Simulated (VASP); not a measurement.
A run of VASP 6.6.1 is set up as follows.

The input POSCAR:

```
Au
1.0
   -0.0417739400      1.9534674600      2.1836343100
    2.0212981700      0.0837522500      2.0581081200
    2.1322925200      1.9389356200     -0.0272421100
Au
1
Direct
    0.0000000000      0.0000000000      0.0000000000
```

File INCAR.step1:

```
SYSTEM = Au
  PREC = Accurate
  ENCUT = 520
  ISMEAR = 0
  SIGMA = 0.1
  LREAL = .FALSE.
  LASPH = .TRUE.
  NELM = 60
  NBANDS = 12
  GGA = PE
  ALGO = Normal
  EDIFF = 1E-4
  LWAVE = .TRUE.
  LCHARG = .FALSE.
```

Contents of INCAR.step2:

```
SYSTEM = Au
  PREC = Accurate
  ENCUT = 520
  EDIFF = 1E-6
  ISMEAR = 0
  SIGMA = 0.1
  LREAL = .FALSE.
  LASPH = .TRUE.
  NELM = 60
  ALGO = Normal
  ISIF = 2
  LWAVE = .FALSE.
  LCHARG = .FALSE.
  METAGGA = R2SCAN
  LMIXTAU = .TRUE.
  NBANDS = 12
  ISTART = 1
```

File KPOINTS:

```
Automatic mesh
0
G
  10 11 10
  0 0 0
```

Potentials or basis: VASP PAW PBE potentials, release 64 (Au).

Command:

```sh
$ cat potpaw_PBE.64/Au/POTCAR > POTCAR
$ cp INCAR.step1 INCAR
$ mpirun -np 1 vasp_std > vasp.out
$ cp INCAR.step2 INCAR
$ mpirun -np 1 vasp_std > vasp.out
```

Question: Predict the pressure.

Answer: 6.8 GPa.

Stress tensor (GPa, compression positive):
```
 5.94 -1.93  0.61
-1.93  8.67 -2.16
 0.61 -2.16  5.73
```

Caveat: the PAW data sets were made with another functional, which shifts forces and pressure a little.
